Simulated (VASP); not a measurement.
# In in VASP: a series of runs

In is run at these levels: PBE; tasks: single point, relaxation of cell and atoms.

Everything below comes from runs of VASP 6.6.1. Logs are shortened: lines on timing, memory, paths and dates and some standing lists are left out, and cuts for length are marked.

### 1 The cell of the first run

Symmetry: Fm-3m, No. 225, cubic system. Conventional cell: a = 4.790 Å, b = 4.790 Å, c = 4.790 Å, α = 90.00°, β = 90.00°, γ = 90.00°. In (site symmetry m-3m) has 12 In at 3.39 Å within 4.5 Å.

### 2 Single point, PBE

INCAR reads:

```
PREC = Accurate ; ENCUT = 520
EDIFF = 1E-6 ; ISMEAR = 0
SIGMA = 0.05 ; LREAL = False
LASPH = True ; NELM = 80
ALGO = Fast ; ISIF = 2
LWAVE = False ; LCHARG = False
GGA = PE ; NBANDS = 12
```

KPOINTS reads:

```
Automatic mesh
0
Gamma
  18 18 18
```

POSCAR reads:

```
In
1.0
   -1.6933717919      1.6933717919      2.3949293899
    1.6933717919     -1.6933717919      2.3949293899
    1.6933717919      1.6933717919     -2.3949293899
In
1
Direct
    0.0000000000      0.0000000000      0.0000000000
```

Potentials or basis: VASP PAW PBE potentials, release 64 (In_d).

Launch:

```
cat potpaw_PBE.64/In_d/POTCAR > POTCAR
mpirun -np 1 vasp_std > vasp.out
```

OUTCAR:

```text
PREC = Accurate
   ENCUT = 520
   EDIFF = 1E-6
   ISMEAR = 0
   LREAL = False
   LASPH = True
   NELM = 80
   ISIF = 2
   GGA = PE

 ion  position               nearest neighbor table
   1  0.000  0.000  0.000-

  LATTYP: Found a body centered tetragonal cell.
 ALAT       =     3.3867435838
 C/A-ratio  =     1.4142962587

  Lattice vectors:

 A1 = (  -1.6933717919,   1.6933717919,   2.3949293899)
 A2 = (   1.6933717919,  -1.6933717919,   2.3949293899)
 A3 = (   1.6933717919,   1.6933717919,  -2.3949293899)

Analysis of symmetry for initial positions (statically):
=====================================================================
 Subroutine PRICEL returns:
 Original cell was already a primitive cell.

 Routine SETGRP: Setting up the symmetry group for a
 body centered tetragonal supercell.

 Subroutine GETGRP returns: Found 16 space group operations
 (whereof 16 operations were pure point group operations)
 out of a pool of 16 trial point group operations.

The static configuration has the point symmetry D_4h.

Analysis of symmetry for dynamics (positions and initial velocities):
=====================================================================
 Subroutine PRICEL returns:
 Original cell was already a primitive cell.

 Routine SETGRP: Setting up the symmetry group for a
 body centered tetragonal supercell.

 Subroutine GETGRP returns: Found 16 space group operations
 (whereof 16 operations were pure point group operations)
 out of a pool of 16 trial point group operations.

The dynamic configuration has the point symmetry D_4h.

 Subroutine INISYM returns: Found 16 space group operations
 (whereof 16 operations are pure point group operations),
 and found     1 'primitive' translations

----------------------------------------------------------------------------------------

                                     Primitive cell

  volume of cell :      27.4699

  direct lattice vectors                    reciprocal lattice vectors
    -1.693371792  1.693371792  2.394929390     0.000000000  0.295268884  0.208774422
     1.693371792 -1.693371792  2.394929390     0.295268884  0.000000000  0.208774422
     1.693371792  1.693371792 -2.394929390     0.295268884  0.295268884  0.000000000

  length of vectors
     3.386842605  3.386842605  3.386842605     0.361622004  0.361622004  0.417573261

  position of ions in fractional coordinates (direct lattice)
     0.000000000  0.000000000  0.000000000

  ion indices of the primitive-cell ions
   primitive index   ion index
                 1           1

----------------------------------------------------------------------------------------

 KPOINTS: Automatic mesh

Automatic generation of k-mesh.
 Grid dimensions read from file:
 generate k-points for:   18   18   18

 Generating k-lattice:

  Cartesian coordinates                     Fractional coordinates (reciprocal lattice)
     0.000000000  0.016403827  0.011598579     0.055555556 -0.000000000  0.000000000
     0.016403827  0.000000000  0.011598579    -0.000000000  0.055555556  0.000000000
     0.016403827  0.016403827  0.000000000     0.000000000  0.000000000  0.055555556

  Length of vectors
     0.020090111  0.020090111  0.023198514

  Shift w.r.t. Gamma in fractional coordinates (k-lattice)
     0.000000000  0.000000000  0.000000000

 Subroutine IBZKPT returns following result:
 ===========================================

 Found    480 irreducible k-points:

 Following reciprocal coordinates:
            Coordinates               Weight
  0.000000  0.000000  0.000000      1.000000
  0.055556  0.000000 -0.000000      8.000000
  0.111111  0.000000 -0.000000      8.000000
  0.166667 -0.000000  0.000000      8.000000
  0.222222  0.000000  0.000000      8.000000
  0.277778  0.000000 -0.000000      8.000000
[... 16 lines left out ...]
 -0.277778  0.055556  0.000000     16.000000
 -0.222222  0.055556  0.000000     16.000000
 [... further k-points ...]
   k-points           NKPTS =    480   k-points in BZ     NKDIM =    480   number of bands    NBANDS=     12
   number of dos      NEDOS =    301   number of ions     NIONS =      1
   total plane-waves  NPLWV =  21952
   dimension x,y,z NGX =    28 NGY =   28 NGZ =   28
   dimension x,y,z NGXF=    56 NGYF=   56 NGZF=   56
   ions per type =               1
   NGX,Y,Z   is equivalent  to a cutoff of  13.74, 13.74, 13.74 a.u.
   NGXF,Y,Z  is equivalent  to a cutoff of  27.49, 27.49, 27.49 a.u.
 SYSTEM =  unknown system
   PREC   = accura    normal or accurate (medium, high low for compatibility)
   ISTART =      0    job   : 0-new  1-cont  2-samecut
   ICHARG =      2    charge: 1-file 2-atom 10-const
   ISPIN  =      1    spin polarized calculation?
   LNONCOLLINEAR =      F non collinear calculations
   LSORBIT =      F    spin-orbit coupling
   LASPH  =      T    aspherical Exc in radial PAW
   ENCUT  =  520.0 eV  38.22 Ry    6.18 a.u.   6.30  6.30  6.30*2*pi/ulx,y,z
   NELM   =     80;   NELMIN=  2; NELMDL= -5     # of ELM steps
   EDIFF  = 0.1E-05   stopping-criterion for ELM
   LREAL  =      F    real-space projection
   EDIFFG = 0.1E-04   stopping-criterion for IOM
   NSW    =      0    number of steps for IOM
   IBRION =     -1    ionic relax: 0-MD 1-quasi-New 2-CG
   NFREE  =      0    steps in history (QN), initial steepest desc. (CG)
   ISIF   =      2    stress and relaxation
   ISYM   =      2    0-nonsym 1-usesym 2-fastsym
   POTIM  = 0.5000    time-step for ionic-motion
   TEBEG  =    0.0;   TEEND  =   0.0 temperature during run
   PSTRESS=    0.0 pullay stress
   NELECT =      13.0000    total number of electrons
   NUPDOWN=      -1.0000    fix difference up-down
   EMIN   =  10.00;   EMAX   =-10.00  energy-range for DOS
   EFERMI =   0.00;   METHOD = LEGACY
   ISMEAR =     0;   SIGMA  =   0.05  broadening in eV -4-tet -1-fermi 0-gaus
   EFERMI_NEDOS =   21; number of points for ismear=-14 and -15
   IALGO  =     68    algorithm
   IMIX   =      4    mixing-type and parameters
     AMIX     =   0.40;   BMIX     =  1.00
     AMIX_MAG =   1.60;   BMIX_MAG =  1.00
  volume/ion in A,a.u.               =      27.47       185.38
  Fermi-wavevector in a.u.,A,eV,Ry     =   1.275763  2.410843 22.144468  1.627572
  Thomas-Fermi vector in A             =   2.408457
   LORBIT       =      0    0 simple, 1 ext, 2 COOP (PROOUT), +10 PAW based schemes
   GGA     = PE    functional components
   LHFCALC =     F    Hartree Fock is set to
   AEXX    =    0.0000 exact exchange contribution
   IVDW    =     0    specifies the selected vdW correction
   LEPSILON=     F    determine dielectric tensor
   LRPA    =     F    only Hartree local field effects (RPA)
 non-spin polarized calculation
 RMM-DIIS sequential band-by-band and
 Gauss-broadening in eV      SIGMA  =   0.05
  energy-cutoff  :      520.00
  volume of cell :       27.47
 maximum number of plane-waves:       754
 NGX is ok and might be reduce to    28
   NGX = 13   NGY = 13   NGZ = 13

 number of electron      12.9999997 magnetization

 Free energy of the ion-electron system (eV)
  ---------------------------------------------------
  ext. energy  EPLUGINS =         0.00000000
  ---------------------------------------------------
  free energy    TOTEN  =        -2.56141110 eV

  energy without entropy =       -2.56065222  energy(sigma->0) =       -2.56103166

 E-fermi :   6.9775     XC(G=0): -10.0239

 val. band max:        6.9722801686   @ k =  -0.3889  -0.3889   0.1111
 cond. band min:       6.9789001500   @ k =  -0.3889   0.4444   0.1667
 fundamental gap:      0.0066199814
 Fermi energy:         6.9774910447

 k-point     1 :       0.0000    0.0000    0.0000
  band No.  band energies     occupation
      1      -7.6074      2.00000
      2      -7.6073      2.00000
      3      -7.6073      2.00000
      4      -7.4579      2.00000
      5      -7.4578      2.00000
      6      -2.2325      2.00000
      7      17.1180      0.00000
      8      17.1180      0.00000
      9      17.1181      0.00000
     10      18.3954      0.00000
     11      20.5698      0.00000
     12      20.5699      0.00000

 k-point     2 :       0.0556    0.0000   -0.0000
  band No.  band energies     occupation
      1      -7.6080      2.00000
      2      -7.6026      2.00000
      3      -7.6025      2.00000
      4      -7.4586      2.00000
      5      -7.4585      2.00000
      6      -2.1676      2.00000
      7      16.2511      0.00000
      8      16.9973      0.00000
      9      16.9973      0.00000
     10      18.2119      0.00000
     11      20.7747      0.00000
     12      20.7752      0.00000

 k-point     3 :       0.1111    0.0000   -0.0000
  band No.  band energies     occupation
      1      -7.6101      2.00000
      2      -7.5902      2.00000
      3      -7.5902      2.00000
      4      -7.4588      2.00000
      5      -7.4587      2.00000
      6      -1.9720      2.00000
      7      14.5256      0.00000
      8      16.7027      0.00000
      9      16.7028      0.00000
     10      18.0986      0.00000
     11      21.3125      0.00000
     12      21.3170      0.00000

 k-point     4 :       0.1667   -0.0000    0.0000
  band No.  band energies     occupation
      1      -7.6144      2.00000
      2      -7.5766      2.00000
      3      -7.5766      2.00000
      4      -7.4536      2.00000
      5      -7.4535      2.00000
      6      -1.6438      2.00000
      7      12.6760      0.00000
      8      16.3439      0.00000
      9      16.3442      0.00000
     10      18.0184      0.00000
     11      21.6125      0.00000
     12      21.7826      0.00000

 k-point     5 :       0.2222    0.0000    0.0000
  band No.  band energies     occupation
      1      -7.6214      2.00000
      2      -7.5702      2.00000
      3      -7.5701      2.00000
      4      -7.4367      2.00000
      5      -7.4367      2.00000
      6      -1.1808      2.00000
      7      10.8628      0.00000
      8      15.9895      0.00000
      9      15.9900      0.00000
     10      17.9449      0.00000
     11      21.0509      0.00000
     12      21.1154      0.00000
[... 228 lines left out ...]
      1      -7.6445      2.00000
      2      -7.5893      2.00000
      3      -7.5780      2.00000
      4      -7.3757      2.00000
      5      -7.3432      2.00000
      6       0.7704      2.00000
      7       6.5434      2.00000
      8      14.6678      0.00000
      9      15.0963      0.00000
     10      17.3239      0.00000
     11      19.8354      0.00000
     12      20.2986      0.00000

 k-point    22 :      -0.3333    0.0556    0.0000
  band No.  band energies     occupation
      1      -7.6373      2.00000
      2      -7.5791      2.00000
      3      -7.5689      2.00000
      4      -7.4084      2.00000
      5      -7.3701      2.00000
      6      -0.0492      2.00000
      7       8.0882      0.00000
      8      14.7702      0.00000
      9      15.4516      0.00000
     10      17.5945      0.00000
     11      19.7652      0.00000
     12      20.8362      0.00000

 k-point    23 :      -0.2778    0.0556    0.0000
  band No.  band energies     occupation
      1      -7.6300      2.00000
      2      -7.5697      2.00000
      3      -7.5619      2.00000
      4      -7.4406      2.00000
      5      -7.4004      2.00000
      6      -0.7380      2.00000
      7       9.7482      0.00000
      8      14.9754      0.00000
      9      15.8088      0.00000
     10      17.9605      0.00000
     11      19.7895      0.00000
     12      21.3918      0.00000

 k-point    24 :      -0.2222    0.0556    0.0000
  band No.  band energies     occupation
      1      -7.6243      2.00000
      2      -7.5668      2.00000
      3      -7.5617      2.00000
      4      -7.4639      2.00000
      5      -7.4267      2.00000
      6      -1.2918      2.00000
      7      11.5053      0.00000
      8      15.2757      0.00000
      9      16.1562      0.00000
     10      18.2533      0.00000
     11      19.9844      0.00000
     12      21.4632      0.00000

 [... further k-points ...]
[... 5 lines left out ...]
  --------------------------------------------------------------------------------------
  -------------------------------------------------------------------------------------
  Total       -0.0019675     -0.0019675     -0.0019856      0.0000000     -0.0000000      0.0000000
  in kB       -0.1147551     -0.1147551     -0.1158089      0.0000000     -0.0000000      0.0000000
  external PRESSURE =      -0.1151064 kB  Pullay stress =       0.0000000 kB

 VOLUME and BASIS-vectors are now :
 -----------------------------------------------------------------------------
  energy-cutoff  :      520.00
  volume of cell :       27.47
      direct lattice vectors                 reciprocal lattice vectors
    -1.693371792  1.693371792  2.394929390     0.000000000  0.295268884  0.208774422
     1.693371792 -1.693371792  2.394929390     0.295268884  0.000000000  0.208774422
     1.693371792  1.693371792 -2.394929390     0.295268884  0.295268884  0.000000000

 POSITION                                       TOTAL-FORCE (eV/Angst)
 -----------------------------------------------------------------------------------
      0.00000      0.00000      0.00000        -0.000000      0.000000      0.000000
 -----------------------------------------------------------------------------------
    total drift:                                0.000000      0.000000      0.000000

  FREE ENERGIE OF THE ION-ELECTRON SYSTEM (eV)
  ---------------------------------------------------
  free  energy   TOTEN  =        -2.5614111010 eV

  energy  without entropy=       -2.5606522200  energy(sigma->0) =       -2.56103166
```

Run time: 3.7 min. Hardware: 1 thread of AMD EPYC 9R45 (Zen 5), shared host; peak memory 0.24 GiB.

Results:

```
Free energy : -2.5614 eV
Pressure    : 0.0 GPa
```

Caveat: spin-orbit coupling is left out, which moves the levels of the heavy elements.

### 3 Relaxation of cell and atoms, PBE

This run uses another cell than the first one, of 26.16 Å³/atom, 0.952 times its volume.

INCAR reads:

```
SYSTEM = In
ALGO = Fast
EDIFF = 1E-6
EDIFFG = -0.01
ENCUT = 600
GGA = PE
IBRION = 2
ISIF = 3
ISMEAR = 0
LASPH = .True.
LCHARG = .False.
LREAL = .False.
LWAVE = .False.
NELM = 100
NSW = 80
PREC = Accurate
SIGMA = 0.05
```

KPOINTS reads:

```
k-points
0
Gamma
  18 18 18
  0 0 0
```

POSCAR reads:

```
In
1.0
   -1.6261500000      1.6261500000      2.4730500000
    1.6261500000     -1.6261500000      2.4730500000
    1.6261500000      1.6261500000     -2.4730500000
In
1
Direct
    0.0000000000      0.0000000000      0.0000000000
```

Potentials or basis: VASP PAW PBE potentials, release 64 (In_d).

Launch:

```
cat potpaw_PBE.64/In_d/POTCAR > POTCAR
mpirun -np 1 vasp_std > vasp.out
```

It took 23 min on 1 thread of AMD EPYC 9R45 (Zen 5), shared host; peak memory 0.27 GiB.

It converged, with:

```yaml
Free_energy: -2.5610 eV
Relaxed_volume: 27.58 Å³/atom
Relaxed_cell: a = 3.394 Å, b = 3.394 Å, c = 3.394 Å, α = 120.17°, β = 120.17°, γ = 89.70°
Space_group_after_relaxing_to_0.05_Å: Fm-3m (No. 225)
Energy_gained_by_relaxing: 10.2 meV/atom
Ionic_steps: 15
Pressure_after_relaxing: 0.0 GPa
```

Step by step:
```
step  energy change (eV)  largest force (eV/Å)  pressure (GPa)  volume (Å³)
   1              0.0000                0.0000            1.95        26.16
   2             -0.0081                0.0000            0.16        27.38
   3             -0.0082                0.0000           -0.01        27.49
   4             -0.0081                0.0000            0.11        27.47
   5             -0.0082                0.0000            0.01        27.47
   6             -0.0084                0.0000            0.02        27.50
   7             -0.0086                0.0000           -0.07        27.56
   8             -0.0097                0.0000           -0.18        27.65
   9             -0.0090                0.0000           -0.42        27.80
  10             -0.0100                0.0000           -0.33        27.72
  11             -0.0100                0.0000           -0.32        27.71
  12             -0.0100                0.0000           -0.29        27.68
  13             -0.0101                0.0000           -0.11        27.64
  14             -0.0102                0.0000           -0.12        27.62
  15             -0.0102                0.0000           -0.03        27.58
```

Final structure:
```
CELL_PARAMETERS angstrom
-1.69262 1.69262 2.40638
1.69262 -1.69262 2.40638
1.69262 1.69262 -2.40638
ATOMIC_POSITIONS crystal
In 0.00000 0.00000 0.00000
```

Levels at points of the mesh, in eV from the Fermi level:
| k point | band 2 | band 3 | band 4 | band 5 | band 6 | band 7 | band 8 | band 9 | band 10 |
| --- | --- | --- | --- | --- | --- | --- | --- | --- | --- |
| (0.00, 0.00, 0.00) | -14.58 | -14.58 | -14.44 | -14.43 | -9.18 | 10.10 | 10.10 | 10.11 | 11.41 |
| (0.50, 0.00, 0.00) | -14.58 | -14.57 | -14.30 | -14.30 | -4.29 | -3.15 | 8.01 | 8.11 | 10.74 |
| (0.50, 0.50, 0.00) | -14.68 | -14.31 | -14.27 | -14.26 | -2.16 | -2.03 | 3.89 | 3.92 | 7.08 |
| (0.50, 0.50, 0.50) | -14.68 | -14.31 | -14.26 | -14.26 | -2.25 | -2.08 | 3.97 | 3.97 | 7.16 |

Caveat: spin-orbit coupling is left out, which moves the levels of the heavy elements.
